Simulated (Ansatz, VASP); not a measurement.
# HfO2 in VASP and in Ansatz

File INCAR:

```
SYSTEM = HfO2
  PREC = Accurate
  ENCUT = 520
  EDIFF = 1E-6
  ISMEAR = -1
  SIGMA = 0.02
  LREAL = .False.
  LASPH = .True.
  NELM = 100
  ALGO = Normal
  ISIF = 2
  LWAVE = .False.
  LCHARG = .False.
  GGA = PE
  NBANDS = 31
```

The input KPOINTS:

```
Automatic mesh
0
Gamma
  8 8 6
  0 0 0
```

File POSCAR:

```
HfO2
1.0
    3.5766926651      0.0000000000      0.0000000000
    0.0000000000      3.5766926651      0.0000000000
    0.0000000000      0.0000000000      5.2022244069
Hf O
2 4
Direct
    0.5000000000      0.5000000000      0.5000000000
    0.0000000000      0.0000000000      0.0000000000
    0.0000000000      0.5000000000      0.6962101032
    0.5000000000      0.0000000000      0.8037898968
    0.5000000000      0.0000000000      0.3037898968
    0.0000000000      0.5000000000      0.1962101032
```

Input for Ansatz:

```yaml
crystal:
  lattice:
    - [3.5766926651, 0.0, 0.0]
    - [0.0, 3.5766926651, 0.0]
    - [0.0, 0.0, 5.2022244069]
  atoms:
    - { symbol: Hf, position: [0.5, 0.5, 0.5] }
    - { symbol: Hf, position: [0.0, 0.0, 0.0] }
    - { symbol: O, position: [0.0, 0.5, 0.6962101032] }
    - { symbol: O, position: [0.5, 0.0, 0.8037898968] }
    - { symbol: O, position: [0.5, 0.0, 0.3037898968] }
    - { symbol: O, position: [0.0, 0.5, 0.1962101032] }
kpoints:
  mp_grid: { grid: [8, 8, 6] }
  band_path:
    path:
      - [0.0, 0.0, 0.0]
      - [0.0, 0.5, 0.0]
      - [0.5, 0.5, 0.0]
      - [0.0, 0.0, 0.5]
      - [0.0, 0.5, 0.5]
      - [0.5, 0.5, 0.5]
    npoints: 1
hamiltonian:
  xc: pbe
scf:
  occupations: { method: fermi_dirac, width: 0.02 }
  n_extra_bands: 5
output:
  forces: true
  stress: true
  eigenvalues: true
```

Alike in both runs: task single point; functional PBE; k mesh 8 × 8 × 6; occupations fermi-dirac, width 0.02 eV; no spin polarisation.

```csv
,VASP,Ansatz
version,VASP 6.6.1,Ansatz 0.2.0
potentials or method,"VASP PAW PBE potentials, release 64 (Hf_pv, O)","plane waves, PAW"
plane-wave cutoff (eV),520,420
valence electrons in the cell,44,76
```

|  | VASP | Ansatz | Ansatz less VASP |
| --- | --- | --- | --- |
| gap on the k mesh at the Fermi level (eV) | 4.71 | 4.73 | +0.018 |
| pressure (GPa) | 2.5 | 5.9 | +3.36 |
| traceless stress, the component that is largest in VASP (GPa) | -0.12 | -0.22 | -0.098 |
| rms of the force components (eV/Å) | 0.016 | 0.036 | +0.0208 |

Atom by atom the forces differ by 0.021 eV/Å (rms over components). The functional is the same, so the differences come from potentials, cutoffs and numerics. VASP's potentials hold 44 valence electrons a cell and Ansatz's 76, so a difference there can come from the potentials and not from the codes.

Neither program's run includes spin-orbit coupling.
